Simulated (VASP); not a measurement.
CdO5:

```xyz
6
Lattice="0.0000 3.2639 3.2639 3.2639 0.0000 3.2639 3.2639 3.2639 0.0000" Properties=species:S:1:pos:R:3 pbc="T T T"
Cd    0.0000    0.0000    0.0000
O     1.6320    1.6320    1.6320
O     4.0799    2.4480    2.4480
O     4.0799    4.0799    4.0799
O     2.4480    4.0799    2.4480
O     2.4480    2.4480    4.0799
```

The cell was built from a structure type or drawn by symmetry, and may not be a known phase.

* Program: VASP 6.6.1
* Task: relaxation of cell and atoms
* Functional: PBE
* Potentials or basis: VASP PAW PBE potentials, release 64 (Cd, O)
* Cutoff: 600 eV
* k mesh: 4 × 4 × 4
* Occupations: gaussian, width 0.1 eV
* Spin: collinear spin, ferromagnetic start
* Starting moments: [0.0, 1.0, 1.0, 1.0, 1.0, 1.0] μB

At the start: pressure -9.4 GPa; volume 11.59 Å³/atom.

How do energy, volume and symmetry change on relaxing?

Over 6 steps the energy falls by 44.8 meV/atom and the volume is 10.22 Å³/atom (-11.8 %); space group F-43m (No. 216, to 0.1 Å) before and after; moment 4.82 μB per cell.

The path:
```
step  energy change (eV)  largest force (eV/Å)  pressure (GPa)  volume (Å³)
   1              0.0000                0.0132           -9.43        69.54
   2             -0.2538                0.0892           -2.10        62.90
   3             -0.2630                0.1135           -0.13        61.61
   4             -0.2630                0.1165            0.11        61.46
   5             -0.2654                0.0897            0.11        61.42
   6             -0.2686                0.0055            0.19        61.32
```

Final structure:
```
Cd O
1.0
     0.00000    3.12983    3.12983
     3.12983    0.00000    3.12983
     3.12983    3.12983    0.00000
Cd O
1 5
Cartesian
  0.0000 0.0000 0.0000
  1.5649 1.5649 1.5649
  3.8989 2.3607 2.3607
  3.8989 3.8989 3.8989
  2.3607 3.8989 2.3607
  2.3607 2.3607 3.8989
```

Caveat: the k points lie up to 0.43 Å⁻¹ apart in the final cell.
